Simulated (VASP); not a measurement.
Wanted: the native input for a VASP 6.6.1 run.

```yaml
Task: single point
Functional: PBE
Dispersion: D3(BJ)
Potentials_or_basis: VASP PAW PBE potentials, release 64 (Sn_d, Se)
Cutoff: 520 eV
k_mesh: 2 × 2 × 2, shifted
Occupations: gaussian, width 0.1 eV
Spin: no spin polarisation
Dipole_correction: no
Further_INCAR_settings: LREAL = Auto; ALGO = Normal; EDIFF = 1e-07; NBANDS = 94; ISYM = 0
```

The structure of SnSe lies in POSCAR:

```
SnSe
1.0
    2.1550000000      5.8525000000     -4.3180000000
    2.1550000000      5.8525000000      4.3180000000
    8.6200000000      0.0000000000      0.0000000000
Sn Se
8 8
Direct
    0.4950000000      0.7450000000      0.4400000000
    0.9950000000      0.2450000000      0.4400000000
    0.4950000000      0.7450000000      0.9400000000
    0.9950000000      0.2450000000      0.9400000000
    0.0050000000      0.7550000000      0.0600000000
    0.5050000000      0.2550000000      0.0600000000
    0.0050000000      0.7550000000      0.5600000000
    0.5050000000      0.2550000000      0.5600000000
    0.7310000000      0.9810000000      0.3220000000
    0.2310000000      0.4810000000      0.3220000000
    0.7310000000      0.9810000000      0.8220000000
    0.2310000000      0.4810000000      0.8220000000
    0.7690000000      0.5190000000      0.1780000000
    0.2690000000      0.0190000000      0.1780000000
    0.7690000000      0.5190000000      0.6780000000
    0.2690000000      0.0190000000      0.6780000000
```

One way to write it, as run:

INCAR

```
ALGO = Normal
EDIFF = 1E-7
ENCUT = 520
GGA = PE
ISIF = 2
ISMEAR = 0
ISYM = 0
IVDW = 12
LASPH = True
LCHARG = False
LREAL = Auto
LWAVE = False
NBANDS = 94
NELM = 100
PREC = Accurate
SIGMA = 0.1
```

KPOINTS

```
Automatic mesh
0
Gamma
  2 2 2
  0.5 0.5 0.5
```

Potentials or basis: VASP PAW PBE potentials, release 64 (Sn_d, Se).

Launch:

```bash
$ cat potpaw_PBE.64/Sn_d/POTCAR potpaw_PBE.64/Se/POTCAR > POTCAR
$ mpirun -np 1 vasp_std > vasp.out
```

It gave:

```yaml
Pressure: -2.5 GPa
Largest_force: 0.234 eV/Å
Band_gap_on_the_k_mesh: 0.75 eV
Dispersion_energy_per_atom: -0.355 eV
```

Caveat: spin-orbit coupling is left out, which moves the levels of the heavy elements.

Wall time 4.9 min on 1 thread of AMD EPYC 7R13 Processor (Zen 3), with other jobs on the host, peak memory 0.45 GiB.
